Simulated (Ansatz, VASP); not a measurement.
# HfSiO4: VASP beside Ansatz

File INCAR:

```
SYSTEM = HfSiO4
  PREC = Accurate
  ENCUT = 600
  EDIFF = 1E-6
  ISMEAR = 0
  SIGMA = 0.1
  LREAL = .False.
  LASPH = .True.
  NELM = 100
  ALGO = Normal
  ISIF = 3
  LWAVE = .False.
  LCHARG = .False.
  GGA = PE
  IBRION = 2
  NSW = 90
  EDIFFG = -0.04
```

The input KPOINTS:

```
regular mesh
0
Gamma
  6 6 4
  0 0 0
```

POSCAR

```
HfSiO4
1.0
    4.6772160400      0.0000000000      0.0000000000
   -2.3386080200      4.0505879100      0.0000000000
    0.0000000000      0.0000000000      3.7934471300
Hf Si O
1 1 4
Direct
    0.0000000000      0.0000000000      0.0000000000
    0.3333333300      0.6666666700      0.0000000000
    0.6666666700      0.3333333300      0.0000000000
    0.0038460000      0.5019230000      0.5000000000
    0.4980770000      0.5019230000      0.5000000000
    0.4980770000      0.9961540000      0.5000000000
```

Input for Ansatz:

```yaml
crystal:
  lattice:
    - [4.67721604, 0.0, 0.0]
    - [-2.33860802, 4.05058791, 0.0]
    - [0.0, 0.0, 3.79344713]
  atoms:
    - { symbol: Hf, position: [0.0, 0.0, 0.0] }
    - { symbol: Si, position: [0.33333333, 0.66666667, 0.0] }
    - { symbol: O, position: [0.66666667, 0.33333333, 0.0] }
    - { symbol: O, position: [0.003846, 0.501923, 0.5] }
    - { symbol: O, position: [0.498077, 0.501923, 0.5] }
    - { symbol: O, position: [0.498077, 0.996154, 0.5] }
basis:
  ecutwfc: 420
kpoints:
  mp_grid: { grid: [6, 6, 4] }
hamiltonian:
  xc: pbe
scf:
  occupations: { method: gaussian, width: 0.1 }
  lower_state_search: "off"
output:
  forces: true
  stress: true
  eigenvalues: true
relax:
  adjacent_minimum: "off"
  f_tol: 0.04
  max_steps: 70
  cell: { stress_tol: 0.4 }
```

Change from the starting cell: species swapped into the CeCuPt4 type (P-6m2, No. 187).

Alike in both runs: task relaxation of cell and atoms; functional PBE; k mesh 6 × 6 × 4; occupations gaussian, width 0.1 eV; no spin polarisation.

```csv
,VASP,Ansatz
version,VASP 6.6.1,Ansatz 0.2.0
potentials or method,"VASP PAW PBE potentials, release 64 (Hf_pv, Si, O), cutoff 600 eV","scalar-relativistic, plane waves, PAW"
valence electrons in the cell,38,54
```

VASP gave:

* gap on the k mesh at the Fermi level, each at its own relaxed structure (eV): none
* relaxed volume (Å³/atom): 10.73
* relaxed length of the cell vector where the two differ most in proportion (Å): 5.194

Question: What did Ansatz give for the same quantities?

Answer: gap on the k mesh at the Fermi level, each at its own relaxed structure (eV): none; relaxed volume (Å³/atom): 10.78; relaxed length of the cell vector where the two differ most in proportion (Å): 5.209.

A gap of «none» marks a metal or a gap that the smearing closes. VASP's potentials hold 38 valence electrons a cell and Ansatz's 54, so a difference there can come from the potentials and not from the codes.

The k mesh is coarse, so the values compare programs but aren't converged. Neither program's run includes spin-orbit coupling.
